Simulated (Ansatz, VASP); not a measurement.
## P in VASP and in Ansatz

```
P
1.0
     0.00000    2.65665    2.65665
     2.65665    0.00000    2.65665
     2.65665    2.65665    0.00000
P
2
Direct
  0.71750 0.92750 0.92750
  0.28250 0.07250 0.07250
```

Alike in both runs: task single point; functional PBE; k mesh 10 × 10 × 10; occupations tetrahedron; no spin polarisation.

|  | VASP | Ansatz |
| --- | --- | --- |
| version | VASP 6.6.1 | Ansatz 0.2.0 |
| potentials or method | VASP PAW PBE potentials, release 64 (P), cutoff 520 eV | all-electron LAPW, scalar-relativistic |

|  | VASP | Ansatz | Ansatz less VASP |
| --- | --- | --- | --- |
| gap on the k mesh at the Fermi level (eV) | none | none | - |
| rms of the force components (eV/Å) | 46.771 | 45.127 | -1.6437 |

Atom by atom the forces differ by 1.644 eV/Å (rms over components). A gap of «none» marks a metal or a gap that the smearing closes. Ansatz ran all-electron here, and VASP with PAW potentials. Ansatz's warnings: band table not solved further, tetrahedron derivatives may miss energy slope.
